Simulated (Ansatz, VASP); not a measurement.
**SrCl2 in VASP and in Ansatz**

```
Sr Cl
1.0
     0.00000    3.51145    3.51145
     3.51145    0.00000    3.51145
     3.51145    3.51145    0.00000
Sr Cl
1 2
Cartesian
  0.0000 0.0000 0.0000
  5.2672 5.2672 5.2672
  1.7557 1.7557 1.7557
```

Change from the starting cell: volume scaled by 1.02.

Alike in both runs: task single point; functional PBE; k mesh 7 × 7 × 7; occupations fermi-dirac, width 0.05 eV; no spin polarisation.

```csv
,VASP,Ansatz
version,VASP 6.6.1,Ansatz 0.2.0
potentials or method,"VASP PAW PBE potentials, release 64 (Sr_sv, Cl), cutoff 520 eV","all-electron LAPW, scalar-relativistic"
```

```csv
,VASP,Ansatz,Ansatz less VASP
gap on the k mesh at the Fermi level (eV),5.30,5.30,+0.004
least direct gap on the mesh (eV),5.59,5.59,+0.001
pressure (GPa),0.3,0.3,-0.08
```

Ansatz ran all-electron here, and VASP with PAW potentials.
